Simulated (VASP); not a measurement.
# TiO2 (I4_1/amd) in VASP: single point with PBEsol

Aim: the single point of TiO2 with PBEsol.

Everything below comes from runs of VASP 6.6.1. Logs are shortened: lines on timing, memory, paths and dates and some standing lists are left out, and cuts for length are marked.

**1. The cell of the first run**

The structure is tetragonal, space group I4_1/amd (No. 141). The conventional cell has a = 3.769 Å, b = 3.769 Å, c = 9.558 Å, α = 90.00°, β = 90.00°, γ = 90.00°. Ti (site symmetry -4m2) has 6 O at 1.93 to 1.98 Å within 2.6 Å. O (site symmetry 2mm) has 3 Ti at 1.93 to 1.98 Å and 2 O at 2.46 Å within 2.6 Å.

**2. Single point, PBEsol**

INCAR

```
SYSTEM = TiO2
PREC = Accurate
ENCUT = 520
EDIFF = 1E-6
ISMEAR = 0
SIGMA = 0.02
LREAL = .False.
LASPH = .True.
NELM = 60
ALGO = Normal
ISIF = 2
LWAVE = .False.
LCHARG = .True.
GGA = PS
LELF = .True.
LVHAR = .True.
NBANDS = 33
```

KPOINTS

```
Automatic mesh
0
Gamma
  10 10 10
  0 0 0
```

POSCAR

```
TiO2
1.0
   -1.8843961947      1.8843961947      4.7791519191
    1.8843961947     -1.8843961947      4.7791519191
    1.8843961947      1.8843961947     -4.7791519191
Ti O
2 4
Direct
    0.0000000000      0.0000000000      0.0000000000
    0.7500000000      0.2500000000      0.5000000000
    0.9574304757      0.4574304757      0.5000000000
    0.2074304757      0.2074304757      0.0000000000
    0.5425695243      0.0425695243      0.5000000000
    0.7925695243      0.7925695243      0.0000000000
```

Potentials or basis: VASP PAW PBE potentials, release 64 (Ti_sv, O).

Launch:

```
$ cat potpaw_PBE.64/Ti_sv/POTCAR potpaw_PBE.64/O/POTCAR > POTCAR
$ mpirun -np 1 vasp_std > vasp.out
```

OUTCAR:

```text
SYSTEM = TiO2
   PREC = Accurate
   ENCUT = 520
   EDIFF = 1E-6
   ISMEAR = 0
   LREAL = .False.
   LASPH = .True.
   NELM = 60
   ISIF = 2
   GGA = PS

 ion  position               nearest neighbor table
   1  0.000  0.000  0.000-   5 1.93   3 1.93   5 1.93   3 1.93   4 1.98   6 1.98
   2  0.750  0.250  0.500-   6 1.93   4 1.93   6 1.93   4 1.93   3 1.98   5 1.98
   3  0.957  0.457  0.500-   1 1.93   1 1.93   2 1.98
   4  0.207  0.207  0.000-   2 1.93   2 1.93   1 1.98
   5  0.543  0.043  0.500-   1 1.93   1 1.93   2 1.98
   6  0.793  0.793  0.000-   2 1.93   2 1.93   1 1.98

  LATTYP: Found a body centered tetragonal cell.
 ALAT       =     3.7687923894
 C/A-ratio  =     2.5361714976

  Lattice vectors:

 A1 = (  -1.8843961947,   1.8843961947,   4.7791519191)
 A2 = (   1.8843961947,  -1.8843961947,   4.7791519191)
 A3 = (   1.8843961947,   1.8843961947,  -4.7791519191)

Analysis of symmetry for initial positions (statically):
=====================================================================
 Subroutine PRICEL returns:
 Original cell was already a primitive cell.

 Routine SETGRP: Setting up the symmetry group for a
 body centered tetragonal supercell.

 Subroutine GETGRP returns: Found 16 space group operations
 (whereof  8 operations were pure point group operations)
 out of a pool of 16 trial point group operations.

The static configuration has the point symmetry D_2d.
 The point group associated with its full space group is D_4h.

Analysis of symmetry for dynamics (positions and initial velocities):
=====================================================================
 Subroutine PRICEL returns:
 Original cell was already a primitive cell.

 Routine SETGRP: Setting up the symmetry group for a
 body centered tetragonal supercell.

 Subroutine GETGRP returns: Found 16 space group operations
 (whereof  8 operations were pure point group operations)
 out of a pool of 16 trial point group operations.

The dynamic configuration has the point symmetry D_2d.
 The point group associated with its full space group is D_4h.

 Subroutine INISYM returns: Found 16 space group operations
 (whereof  8 operations are pure point group operations),
 and found     1 'primitive' translations

----------------------------------------------------------------------------------------

                                     Primitive cell

  volume of cell :      67.8821

  direct lattice vectors                    reciprocal lattice vectors
    -1.884396195  1.884396195  4.779151919     0.000000000  0.265336982  0.104621073
     1.884396195 -1.884396195  4.779151919     0.265336982  0.000000000  0.104621073
     1.884396195  1.884396195 -4.779151919     0.265336982  0.265336982  0.000000000

  length of vectors
     5.471945824  5.471945824  5.471945824     0.285217957  0.285217957  0.375243159

  position of ions in fractional coordinates (direct lattice)
     0.000000000  0.000000000  0.000000000
     0.750000000  0.250000000  0.500000000
     0.957430476  0.457430476  0.500000000
     0.207430476  0.207430476  0.000000000
     0.542569524  0.042569524  0.500000000
     0.792569524  0.792569524  0.000000000

  ion indices of the primitive-cell ions
   primitive index   ion index
                 1           1
                 2           2
                 3           3
                 4           4
                 5           5
                 6           6

----------------------------------------------------------------------------------------

 KPOINTS: Automatic mesh

Automatic generation of k-mesh.
 Grid dimensions read from file:
 generate k-points for:   10   10   10

 Generating k-lattice:

  Cartesian coordinates                     Fractional coordinates (reciprocal lattice)
     0.000000000  0.026533698  0.010462107     0.100000000 -0.000000000  0.000000000
     0.026533698  0.000000000  0.010462107    -0.000000000  0.100000000  0.000000000
     0.026533698  0.026533698  0.000000000     0.000000000  0.000000000  0.100000000

  Length of vectors
     0.028521796  0.028521796  0.037524316

  Shift w.r.t. Gamma in fractional coordinates (k-lattice)
     0.000000000  0.000000000  0.000000000

 Subroutine IBZKPT returns following result:
 ===========================================

 Found    102 irreducible k-points:

 Following reciprocal coordinates:
            Coordinates               Weight
  0.000000  0.000000  0.000000      1.000000
  0.100000  0.000000 -0.000000      8.000000
  0.200000  0.000000 -0.000000      8.000000
  0.300000  0.000000  0.000000      8.000000
  0.400000  0.000000  0.000000      8.000000
  0.500000  0.000000 -0.000000      4.000000
[... 16 lines left out ...]
  0.300000  0.300000 -0.000000      8.000000
  0.400000  0.300000 -0.000000     16.000000
 [... further k-points ...]
   k-points           NKPTS =    102   k-points in BZ     NKDIM =    102   number of bands    NBANDS=     33
   number of dos      NEDOS =    301   number of ions     NIONS =      6
   total plane-waves  NPLWV =  74088
   dimension x,y,z NGX =    42 NGY =   42 NGZ =   42
   dimension x,y,z NGXF=    84 NGYF=   84 NGZF=   84
   ions per type =               2   4
   NGX,Y,Z   is equivalent  to a cutoff of  12.76, 12.76, 12.76 a.u.
   NGXF,Y,Z  is equivalent  to a cutoff of  25.52, 25.52, 25.52 a.u.
 SYSTEM =  TiO2
   PREC   = accura    normal or accurate (medium, high low for compatibility)
   ISTART =      0    job   : 0-new  1-cont  2-samecut
   ICHARG =      2    charge: 1-file 2-atom 10-const
   ISPIN  =      1    spin polarized calculation?
   LNONCOLLINEAR =      F non collinear calculations
   LSORBIT =      F    spin-orbit coupling
   LASPH  =      T    aspherical Exc in radial PAW
   ENCUT  =  520.0 eV  38.22 Ry    6.18 a.u.  10.17 10.17 10.17*2*pi/ulx,y,z
   NELM   =     60;   NELMIN=  2; NELMDL= -5     # of ELM steps
   EDIFF  = 0.1E-05   stopping-criterion for ELM
   LREAL  =      F    real-space projection
   EDIFFG = 0.1E-04   stopping-criterion for IOM
   NSW    =      0    number of steps for IOM
   IBRION =     -1    ionic relax: 0-MD 1-quasi-New 2-CG
   NFREE  =      0    steps in history (QN), initial steepest desc. (CG)
   ISIF   =      2    stress and relaxation
   ISYM   =      2    0-nonsym 1-usesym 2-fastsym
   POTIM  = 0.5000    time-step for ionic-motion
   TEBEG  =    0.0;   TEEND  =   0.0 temperature during run
   PSTRESS=    0.0 pullay stress
   NELECT =      48.0000    total number of electrons
   NUPDOWN=      -1.0000    fix difference up-down
   EMIN   =  10.00;   EMAX   =-10.00  energy-range for DOS
   EFERMI =   0.00;   METHOD = LEGACY
   ISMEAR =     0;   SIGMA  =   0.02  broadening in eV -4-tet -1-fermi 0-gaus
   EFERMI_NEDOS =   21; number of points for ismear=-14 and -15
   IALGO  =     38    algorithm
   IMIX   =      4    mixing-type and parameters
     AMIX     =   0.40;   BMIX     =  1.00
     AMIX_MAG =   1.60;   BMIX_MAG =  1.00
  volume/ion in A,a.u.               =      11.31        76.35
  Fermi-wavevector in a.u.,A,eV,Ry     =   1.458490  2.756147 28.942223  2.127193
  Thomas-Fermi vector in A             =   2.575168
   LORBIT       =      0    0 simple, 1 ext, 2 COOP (PROOUT), +10 PAW based schemes
   GGA     = PS    functional components
   LHFCALC =     F    Hartree Fock is set to
   AEXX    =    0.0000 exact exchange contribution
   IVDW    =     0    specifies the selected vdW correction
   LEPSILON=     F    determine dielectric tensor
   LRPA    =     F    only Hartree local field effects (RPA)
 non-spin polarized calculation
 Gauss-broadening in eV      SIGMA  =   0.02
  energy-cutoff  :      520.00
  volume of cell :       67.88
 maximum number of plane-waves:      1846
 NGX is ok and might be reduce to    42
   NGX = 21   NGY = 21   NGZ = 21

 number of electron      47.9999993 magnetization

 Free energy of the ion-electron system (eV)
  ---------------------------------------------------
  ext. energy  EPLUGINS =         0.00000000
  ---------------------------------------------------
  free energy    TOTEN  =       -56.21746831 eV

  energy without entropy =      -56.21746831  energy(sigma->0) =      -56.21746831

 E-fermi :   3.3891     XC(G=0): -11.0345

 val. band max:        3.3039462310   @ k =  -0.4000   0.4000   0.0000
 cond. band min:       5.4046435434   @ k =   0.0000   0.0000   0.0000
 fundamental gap:      2.1006973123
 Fermi energy:         3.3890679211

 k-point     1 :       0.0000    0.0000    0.0000
  band No.  band energies     occupation
      1     -52.7910      2.00000
      2     -52.7288      2.00000
      3     -29.3832      2.00000
      4     -29.1344      2.00000
      5     -29.1344      2.00000
      6     -29.0616      2.00000
[... 25 lines left out ...]
     32       8.6733      0.00000
     33       8.7457      0.00000

 k-point     2 :       0.1000    0.0000   -0.0000
  band No.  band energies     occupation
      1     -52.7896      2.00000
      2     -52.7297      2.00000
      3     -29.3802      2.00000
      4     -29.1480      2.00000
      5     -29.1354      2.00000
      6     -29.0673      2.00000
[... 25 lines left out ...]
     32       8.7781      0.00000
     33       9.0317      0.00000

 k-point     3 :       0.2000    0.0000   -0.0000
  band No.  band energies     occupation
      1     -52.7858      2.00000
      2     -52.7323      2.00000
      3     -29.3727      2.00000
      4     -29.1823      2.00000
      5     -29.1378      2.00000
      6     -29.0808      2.00000
[... 25 lines left out ...]
     32       9.1271      0.00000
     33       9.4624      0.00000

 k-point     4 :       0.3000    0.0000    0.0000
  band No.  band energies     occupation
      1     -52.7805      2.00000
      2     -52.7361      2.00000
      3     -29.3636      2.00000
      4     -29.2236      2.00000
      5     -29.1404      2.00000
      6     -29.0937      2.00000
[... 673 lines left out ...]
     32       9.8636      0.00000
     33      10.1058      0.00000

 k-point    23 :       0.3000    0.3000   -0.0000
  band No.  band energies     occupation
      1     -52.7674      2.00000
      2     -52.7459      2.00000
      3     -29.3360      2.00000
      4     -29.2767      2.00000
      5     -29.1828      2.00000
      6     -29.1347      2.00000
[... 25 lines left out ...]
     32       9.8711      0.00000
     33      10.6977      0.00000

 k-point    24 :       0.4000    0.3000   -0.0000
  band No.  band energies     occupation
      1     -52.7634      2.00000
      2     -52.7486      2.00000
      3     -29.3393      2.00000
      4     -29.2991      2.00000
      5     -29.1849      2.00000
      6     -29.1516      2.00000
[... 25 lines left out ...]
     32       9.8761      0.00000
     33      10.7710      0.00000

 [... further k-points ...]

------------------------ aborting loop because EDIFF is reached ----------------------------------------

  FORCE on cell =-STRESS in cart. coord.  units (eV):
  Direction    XX          YY          ZZ          XY          YZ          ZX
  --------------------------------------------------------------------------------------
  -------------------------------------------------------------------------------------
  Total        0.3068064      0.3068064      0.3135662      0.0000000     -0.0000000      0.0000000
  in kB        7.2413531      7.2413531      7.4008998      0.0000000     -0.0000000      0.0000000
  external PRESSURE =       7.2945353 kB  Pullay stress =       0.0000000 kB

 VOLUME and BASIS-vectors are now :
 -----------------------------------------------------------------------------
  energy-cutoff  :      520.00
  volume of cell :       67.88
      direct lattice vectors                 reciprocal lattice vectors
    -1.884396195  1.884396195  4.779151919     0.000000000  0.265336982  0.104621073
     1.884396195 -1.884396195  4.779151919     0.265336982  0.000000000  0.104621073
     1.884396195  1.884396195 -4.779151919     0.265336982  0.265336982  0.000000000

 POSITION                                       TOTAL-FORCE (eV/Angst)
 -----------------------------------------------------------------------------------
      0.00000      0.00000      0.00000         0.000000      0.000000      0.000000
     -0.00000      1.88440      2.38958         0.000000      0.000000     -0.000000
      0.00000      1.88440      4.37226         0.000000     -0.000000      0.021056
      0.00000      0.00000      1.98268        -0.000000      0.000000      0.021056
      0.00000      1.88440      0.40689         0.000000     -0.000000     -0.021056
      0.00000      0.00000      7.57562        -0.000000      0.000000     -0.021056
 -----------------------------------------------------------------------------------
    total drift:                               -0.000000     -0.000000     -0.000000

  FREE ENERGIE OF THE ION-ELECTRON SYSTEM (eV)
  ---------------------------------------------------
  free  energy   TOTEN  =       -56.2174683065 eV

  energy  without entropy=      -56.2174683065  energy(sigma->0) =      -56.21746831
```

It took 5.8 min on 1 thread of AMD EPYC 7R13 (Zen 3), shared host; peak memory 0.34 GiB.

Results:

```
Free energy            : -56.2175 eV
Pressure               : 0.7 GPa
Largest force          : 0.021 eV/Å
Band gap on the k mesh : 2.10 eV (least direct gap 2.42 eV)
```

Forces in eV/Å, atoms in the order of the input:
```
Ti   0.000  0.000  0.000
Ti   0.000  0.000  0.000
O    0.000  0.000  0.021
O    0.000  0.000  0.021
O    0.000  0.000 -0.021
O    0.000  0.000 -0.021
```

Caveat: the PAW data sets were made with another functional, which shifts forces and pressure a little. A k mesh can miss the band edges.
